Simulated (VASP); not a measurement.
A run of VASP 6.6.1:

File INCAR:

```
  PREC = Accurate
  ENCUT = 520
  EDIFF = 1E-6
  ISMEAR = 0
  SIGMA = 0.028000000000000004
  LREAL = False
  LASPH = True
  NELM = 150
  ALGO = Normal
  ISIF = 2
  LWAVE = False
  LCHARG = False
  ISPIN = 2
  MAGMOM = 1 1
  LORBIT = 11
  LMAXMIX = 4
  GGA = PE
  NBANDS = 21
```

The input KPOINTS:

```
regular mesh
0
Gamma
  12 12 7
```

POSCAR

```
Ni
1.0
    2.4480228978      0.0000000000      0.0000000000
   -1.2240114489      2.1200500186      0.0000000000
    0.0000000000      0.0000000000      4.0728075700
Ni
2
Direct
    0.6666666667      0.3333333333      0.7500000000
    0.3333333333      0.6666666667      0.2500000000
```

Potentials or basis: VASP PAW PBE potentials, release 64 (Ni).

The run is started by

```bash
$ cat potpaw_PBE.64/Ni/POTCAR > POTCAR
$ mpirun -np 1 vasp_std > vasp.out
```

Hardware: 1 thread of Intel(R) Xeon(R) 6975P-C (Granite Rapids), on a shared host.

Task: How long does it take, and how much memory?

Result: It took 26 s on 1 thread of Intel(R) Xeon(R) 6975P-C (Granite Rapids), on a shared host, peak memory 0.16 GiB. Counts: scf iterations 13, k points 76.
